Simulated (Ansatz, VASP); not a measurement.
**One calculation of CuAu, two programs**

```
Cu Au
1.0
     2.87000    0.00000    0.00000
     0.00000    2.87000    0.00000
     0.00000    0.00000    3.67000
Cu Au
1 1
Direct
  0.50000 0.50000 0.50000
  0.00000 0.00000 0.00000
```

Change from the starting cell: strain +0.025 along x and y, +0.000 along z, atoms carried along.

Alike in both runs: task single point; functional PBE; k mesh 18 × 18 × 14; occupations gaussian, width 0.15 eV; no spin polarisation.

```csv
,VASP,Ansatz
version,VASP 6.6.1,Ansatz 0.2.0
potentials or method,"VASP PAW PBE potentials, release 64 (Cu, Au), cutoff 520 eV","scalar-relativistic, plane waves, PAW"
valence electrons in the cell,22,38
```

```csv
,VASP,Ansatz,Ansatz less VASP
gap on the k mesh at the Fermi level (eV),none,none,-
pressure (GPa),-0.9,-1.0,-0.11
"traceless stress, the component that is largest in VASP (GPa)",-0.11,-0.13,-0.029
```

A gap of «none» marks a metal or a gap that the smearing closes. The functional is the same, so the differences come from potentials, cutoffs and numerics. VASP's potentials hold 22 valence electrons a cell and Ansatz's 38, so a difference there can come from the potentials and not from the codes.

Spin-orbit coupling is off throughout.
